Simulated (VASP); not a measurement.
# AlN (F-43m) in VASP: a series of runs

The runs below take AlN through single point, with PBE.

Everything below comes from runs of VASP 6.6.1. Logs are shortened: lines on timing, memory, paths and dates and some standing lists are left out, and cuts for length are marked.

## 1. The cell of the first run

The structure is cubic, space group F-43m (No. 216). The conventional cell has a = 4.601 Å, b = 4.601 Å, c = 4.601 Å, α = 90.00°, β = 90.00°, γ = 90.00°. Within 2.6 Å of Al (site symmetry -43m) lie 4 N at 1.99 Å. Within 2.6 Å of N (site symmetry -43m) lie 4 Al at 1.99 Å.

## 2. Single point, PBE (equal strain along all axes, cell held: +4.5 %)

Input file INCAR:

```
SYSTEM = AlN
PREC = Accurate
ENCUT = 520
EDIFF = 1E-7
ISMEAR = 0
SIGMA = 0.02
LREAL = .FALSE.
LASPH = .TRUE.
NELM = 80
ALGO = Normal
ISIF = 2
LWAVE = .FALSE.
LCHARG = .FALSE.
GGA = PE
NBANDS = 16
```

Input file KPOINTS:

```
Automatic mesh
0
G
  8 8 6
  0 0 0
```

Input file POSCAR:

```
AlN
1.0
    2.3006585251      2.3006585251      0.0000000000
   -2.3006585251      2.3006585251      0.0000000000
    0.0000000000      0.0000000000      4.6013170502
Al N
2 2
Direct
    0.0000000000      0.0000000000      0.0000000000
    0.5000000000      0.5000000000      0.5000000000
    0.5000000000      0.0000000000      0.2500000000
    0.0000000000      0.5000000000      0.7500000000
```

Potentials or basis: VASP PAW PBE potentials, release 64 (Al, N).

On the command line:

```
$ cat potpaw_PBE.64/Al/POTCAR potpaw_PBE.64/N/POTCAR > POTCAR
$ mpirun -np 1 vasp_std > vasp.out
```

OUTCAR:

```text
SYSTEM = AlN
   PREC = Accurate
   ENCUT = 520
   EDIFF = 1E-7
   ISMEAR = 0
   LREAL = .FALSE.
   LASPH = .TRUE.
   NELM = 80
   ISIF = 2
   GGA = PE

 ion  position               nearest neighbor table
   1  0.000  0.000  0.000-   3 1.99   4 1.99   4 1.99   3 1.99   2 3.25   2 3.25   2 3.25   2 3.25
                             2 3.25   2 3.25   2 3.25   2 3.25
   2  0.500  0.500  0.500-   3 1.99   4 1.99   3 1.99   4 1.99   1 3.25   1 3.25   1 3.25   1 3.25
                             1 3.25   1 3.25   1 3.25   1 3.25
   3  0.500  0.000  0.250-   1 1.99   2 1.99   2 1.99   1 1.99
   4  0.000  0.500  0.750-   1 1.99   2 1.99   1 1.99   2 1.99

  LATTYP: Found a simple tetragonal cell.
 ALAT       =     3.2536224886
 C/A-ratio  =     1.4142135624

  Lattice vectors:

 A1 = (   2.3006585251,   2.3006585251,   0.0000000000)
 A2 = (  -2.3006585251,   2.3006585251,   0.0000000000)
 A3 = (   0.0000000000,   0.0000000000,   4.6013170502)

Analysis of symmetry for initial positions (statically):
=====================================================================
 Subroutine PRICEL returns following result:

  LATTYP: Found a face centered cubic cell.
 ALAT       =     4.6013170502

  Lattice vectors:

 A1 = (   0.0000000000,  -2.3006585251,  -2.3006585251)
 A2 = (   2.3006585251,   0.0000000000,  -2.3006585251)
 A3 = (   2.3006585251,  -2.3006585251,  -0.0000000000)

   2 primitive cells build up your supercell.

 Routine SETGRP: Setting up the symmetry group for a
 simple tetragonal supercell.

 Subroutine GETGRP returns: Found  8 space group operations
 (whereof  8 operations were pure point group operations)
 out of a pool of 16 trial point group operations.

The static configuration has the point symmetry D_2d.

Analysis of symmetry for dynamics (positions and initial velocities):
=====================================================================
 Subroutine PRICEL returns following result:

  LATTYP: Found a face centered cubic cell.
 ALAT       =     4.6013170502

  Lattice vectors:

 A1 = (   0.0000000000,  -2.3006585251,  -2.3006585251)
 A2 = (   2.3006585251,   0.0000000000,  -2.3006585251)
 A3 = (   2.3006585251,  -2.3006585251,  -0.0000000000)

   2 primitive cells build up your supercell.

 Routine SETGRP: Setting up the symmetry group for a
 simple tetragonal supercell.

 Subroutine GETGRP returns: Found  8 space group operations
 (whereof  8 operations were pure point group operations)
 out of a pool of 16 trial point group operations.
[... 97 lines left out ...]
   LSORBIT =      F    spin-orbit coupling
   LASPH  =      T    aspherical Exc in radial PAW
   ENCUT  =  520.0 eV  38.22 Ry    6.18 a.u.   6.05  6.05  8.56*2*pi/ulx,y,z
   NELM   =     80;   NELMIN=  2; NELMDL= -5     # of ELM steps
   EDIFF  = 0.1E-06   stopping-criterion for ELM
   LREAL  =      F    real-space projection
   EDIFFG = 0.1E-05   stopping-criterion for IOM
   NSW    =      0    number of steps for IOM
   IBRION =     -1    ionic relax: 0-MD 1-quasi-New 2-CG
   NFREE  =      0    steps in history (QN), initial steepest desc. (CG)
   ISIF   =      2    stress and relaxation
   ISYM   =      2    0-nonsym 1-usesym 2-fastsym
   POTIM  = 0.5000    time-step for ionic-motion
   TEBEG  =    0.0;   TEEND  =   0.0 temperature during run
   PSTRESS=    0.0 pullay stress
   NELECT =      16.0000    total number of electrons
   NUPDOWN=      -1.0000    fix difference up-down
   EMIN   =  10.00;   EMAX   =-10.00  energy-range for DOS
   EFERMI =   0.00;   METHOD = LEGACY
   ISMEAR =     0;   SIGMA  =   0.02  broadening in eV -4-tet -1-fermi 0-gaus
   EFERMI_NEDOS =   21; number of points for ismear=-14 and -15
   IALGO  =     38    algorithm
   IMIX   =      4    mixing-type and parameters
     AMIX     =   0.40;   BMIX     =  1.00
     AMIX_MAG =   1.60;   BMIX_MAG =  1.00
  volume/ion in A,a.u.               =      12.18        82.18
  Fermi-wavevector in a.u.,A,eV,Ry     =   1.129560  2.134559 17.359754  1.275906
  Thomas-Fermi vector in A             =   2.266254
   LORBIT       =      0    0 simple, 1 ext, 2 COOP (PROOUT), +10 PAW based schemes
   GGA     = PE    functional components
   LHFCALC =     F    Hartree Fock is set to
   AEXX    =    0.0000 exact exchange contribution
   IVDW    =     0    specifies the selected vdW correction
   LEPSILON=     F    determine dielectric tensor
   LRPA    =     F    only Hartree local field effects (RPA)
 non-spin polarized calculation
 Gauss-broadening in eV      SIGMA  =   0.02
  energy-cutoff  :      520.00
  volume of cell :       48.71
 maximum number of plane-waves:      1332
   NGX = 13   NGY = 13   NGZ = 17

 number of electron      16.0000003 magnetization

 Free energy of the ion-electron system (eV)
  ---------------------------------------------------
  ext. energy  EPLUGINS =         0.00000000
  ---------------------------------------------------
  free energy    TOTEN  =       -29.27691448 eV

  energy without entropy =      -29.27691448  energy(sigma->0) =      -29.27691448

 E-fermi :   4.6857     XC(G=0): -10.2708

 val. band max:        4.5871156832   @ k =   0.0000   0.0000   0.0000
 cond. band min:       7.4713395256   @ k =   0.0000   0.0000   0.0000
 fundamental gap:      2.8842238424
 Fermi energy:         4.6856684980

 k-point     1 :       0.0000    0.0000    0.0000
  band No.  band energies     occupation
      1      -9.5445      2.00000
      2      -7.4248      2.00000
      3       0.1252      2.00000
      4       2.9806      2.00000
      5       2.9806      2.00000
      6       4.5871      2.00000
[... 433 lines left out ...]
      3       0.2393      2.00000
      4       0.2393      2.00000
      5       2.8599      2.00000
      6       2.8599      2.00000
[... 8 lines left out ...]
     15      16.0644      0.00000
     16      16.0644      0.00000

 [... further k-points ...]
[... 5 lines left out ...]
  --------------------------------------------------------------------------------------
  -------------------------------------------------------------------------------------
  Total       -6.0253796     -6.0253796     -6.0267476      0.0000000      0.0000000      0.0000000
  in kB     -198.1885287   -198.1885287   -198.2335262      0.0000000      0.0000000      0.0000000
  external PRESSURE =    -198.2035279 kB  Pullay stress =       0.0000000 kB

 VOLUME and BASIS-vectors are now :
 -----------------------------------------------------------------------------
  energy-cutoff  :      520.00
  volume of cell :       48.71
      direct lattice vectors                 reciprocal lattice vectors
     2.300658525  2.300658525  0.000000000     0.217329080  0.217329080  0.000000000
    -2.300658525  2.300658525  0.000000000    -0.217329080  0.217329080  0.000000000
     0.000000000  0.000000000  4.601317050     0.000000000  0.000000000  0.217329080

 POSITION                                       TOTAL-FORCE (eV/Angst)
 -----------------------------------------------------------------------------------
      0.00000      0.00000      0.00000         0.000000     -0.000000      0.000000
      0.00000      2.30066      2.30066         0.000000      0.000000      0.000000
      1.15033      1.15033      1.15033         0.000000      0.000000      0.000000
     -1.15033      1.15033      3.45099        -0.000000      0.000000     -0.000000
 -----------------------------------------------------------------------------------
    total drift:                               -0.000000      0.000000     -0.000000

  FREE ENERGIE OF THE ION-ELECTRON SYSTEM (eV)
  ---------------------------------------------------
  free  energy   TOTEN  =       -29.2769144805 eV

  energy  without entropy=      -29.2769144805  energy(sigma->0) =      -29.27691448
```

OSZICAR:

```text
N       E                     dE             d eps       ncg     rms          rms(c)
DAV:   1     0.410487863922E+02    0.41049E+02   -0.68066E+03  1928   0.849E+02
DAV:   2    -0.295608706915E+02   -0.70610E+02   -0.64389E+02  2760   0.179E+02
DAV:   3    -0.335102681171E+02   -0.39494E+01   -0.39366E+01  2352   0.435E+01
DAV:   4    -0.335392624009E+02   -0.28994E-01   -0.28992E-01  2272   0.424E+00
DAV:   5    -0.335397048584E+02   -0.44246E-03   -0.44245E-03  2304   0.522E-01    0.113E+01
DAV:   6    -0.292684870840E+02    0.42712E+01   -0.10899E+01  2336   0.230E+01    0.394E+00
DAV:   7    -0.292934567248E+02   -0.24970E-01   -0.54828E-01  1920   0.534E+00    0.274E+00
DAV:   8    -0.292845152273E+02    0.89415E-02   -0.96281E-02  1944   0.277E+00    0.895E-01
DAV:   9    -0.292764133652E+02    0.81019E-02   -0.16908E-02  2176   0.101E+00    0.301E-01
DAV:  10    -0.292770551881E+02   -0.64182E-03   -0.31488E-03  2272   0.361E-01    0.185E-01
DAV:  11    -0.292769141467E+02    0.14104E-03   -0.24796E-04  2352   0.120E-01    0.452E-02
DAV:  12    -0.292769150629E+02   -0.91617E-06   -0.15784E-05  2192   0.319E-02    0.904E-03
DAV:  13    -0.292769144367E+02    0.62616E-06   -0.48544E-06  2336   0.162E-02    0.497E-03
DAV:  14    -0.292769144805E+02   -0.43789E-07   -0.32146E-07  1984   0.482E-03
   1 F= -.29276914E+02 E0= -.29276914E+02  d E =-.261104E-14
```

Wall time 18 s (1 thread of AMD EPYC 9R45 (Zen 5), shared host); peak memory 0.14 GiB.

Results:

* Free energy: -29.2769 eV
* Pressure: -19.8 GPa
* Band gap on the k mesh: 2.88 eV

Levels at points of the mesh, in eV from the valence-band top:
| k point | band 6 | band 7 | band 8 | band 9 | band 10 | band 11 |
| --- | --- | --- | --- | --- | --- | --- |
| (0.00, 0.00, 0.00) | 0.00 | 0.00 | 0.00 | 2.88 | 3.22 | 7.65 |
| (0.50, 0.00, 0.00) | -2.23 | -0.50 | -0.50 | 7.12 | 7.12 | 7.83 |
| (0.50, 0.50, 0.00) | -1.61 | -1.61 | -1.61 | 3.22 | 3.22 | 7.65 |
| (0.00, 0.00, 0.50) | -0.88 | -0.88 | -0.88 | 5.17 | 5.17 | 8.83 |
| (0.50, 0.00, 0.50) | -0.46 | -0.46 | -0.46 | 6.01 | 6.01 | 8.83 |
| (0.50, 0.50, 0.50) | -2.94 | -2.37 | -2.37 | 5.69 | 5.69 | 10.07 |

Caveat: the cell differs from its parent crystal (equal strain along all axes, cell held: +4.5 %).

## 3. Single point, PBE

This run uses another cell than the first one: it holds 8 atoms, not 4.

Input file INCAR:

```
SYSTEM = AlN
PREC     = Accurate       ! precision mode
ENCUT    = 520            ! plane-wave cutoff, eV
EDIFF    = 1E-6           ! SCF threshold, eV
ISMEAR   = 0              ! smearing method
SIGMA    = 0.02           ! smearing width, eV
LREAL    = .False.        ! projectors in reciprocal space
LASPH    = .True.         ! aspherical terms in the spheres
NELM     = 80             ! most SCF steps
ALGO     = Normal         ! electronic algorithm
ISIF     = 2              ! what is computed and relaxed
LWAVE    = .False.        ! write WAVECAR
LCHARG   = .False.        ! write CHGCAR
GGA      = PE             ! functional
NBANDS   = 26             ! bands
```

Input file KPOINTS:

```
Automatic mesh
0
Gamma
  6 6 6
  0 0 0
```

Input file POSCAR:

```
AlN
1.0
    4.4031742107      0.0000000000      0.0000000000
    0.0000000000     -4.4031742107      0.0000000000
    0.0000000000      0.0000000000     -4.4031742107
Al N
4 4
Direct
    0.0000000000      0.0000000000      0.0000000000
    0.5000000000      0.5000000000      0.0000000000
    0.5000000000      0.0000000000      0.5000000000
    0.0000000000      0.5000000000      0.5000000000
    0.7500000000      0.7500000000      0.7500000000
    0.2500000000      0.2500000000      0.7500000000
    0.2500000000      0.7500000000      0.2500000000
    0.7500000000      0.2500000000      0.2500000000
```

Potentials or basis: VASP PAW PBE potentials, release 64 (Al, N).

On the command line:

```
$ cat potpaw_PBE.64/Al/POTCAR potpaw_PBE.64/N/POTCAR > POTCAR
$ mpirun -np 1 vasp_std > vasp.out
```

It took 21 s on 1 thread of Intel Xeon 6975P-C (Granite Rapids), shared host; peak memory 0.2 GiB.

It converged, with:

| Property | Result |
| --- | --- |
| Free energy | -59.3897 eV |
| Pressure | -0.3 GPa |
| Band gap on the k mesh | 3.31 eV |

Levels at points of the mesh, in eV from the valence-band top:
```
           k point  band 13  band 14  band 15  band 16  band 17  band 18  band 19  band 20
(0.00, 0.00, 0.00)    -1.75     0.00     0.00     0.00     3.31     3.31     3.31     3.98
(0.50, 0.00, 0.00)    -0.96    -0.96    -0.96    -0.96     5.84     5.84     5.99     5.99
(0.50, 0.50, 0.00)    -0.52    -0.52    -0.52    -0.52     7.71     7.71     7.71     7.71
(0.50, 0.50, 0.50)    -0.48    -0.48    -0.48    -0.48     7.16     7.16     7.16     7.16
```

A k mesh can miss the band edges. PBE gaps usually lie below the measured ones, often by a third to a half.
